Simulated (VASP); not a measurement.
A run of VASP 6.6.1 is set up as follows.

INCAR

```
ALGO = Normal
EDIFF = 1E-6
ENCUT = 520
GGA = CA
ISIF = 2
ISMEAR = -1
LASPH = True
LCHARG = True
LELF = True
LREAL = False
LVHAR = True
LWAVE = False
NBANDS = 19
NELM = 80
PREC = Accurate
SIGMA = 0.08
```

Contents of KPOINTS:

```
k-points
0
Gamma
  11 11 11
```

Contents of POSCAR:

```
YTl
1.0
    3.7885100000      0.0000000000      0.0000000000
    0.0000000000      3.7885100000      0.0000000000
    0.0000000000      0.0000000000      3.7510000000
Y Tl
1 1
Direct
    0.5000000000      0.5000000000      0.5000000000
    0.0000000000      0.0000000000      0.0000000000
```

Potentials or basis: VASP PAW LDA potentials, release 64 (Y_sv, Tl_d).

Launch:

```console
$ cat potpaw_LDA.64/Y_sv/POTCAR potpaw_LDA.64/Tl_d/POTCAR > POTCAR
$ mpirun -np 1 vasp_std > vasp.out
```

(1) Predict the pressure.

(2) What does it give for the band gap on the k mesh?

Answers

(1) -4.0 GPa.

(2) zero (bands 12 and 13 overlap by 2.17 eV).

Caveat: the cell differs from its parent crystal (equal xx and yy strain of +1 %); the cell stands under tension; spin-orbit coupling is left out, which moves the levels of the heavy elements.
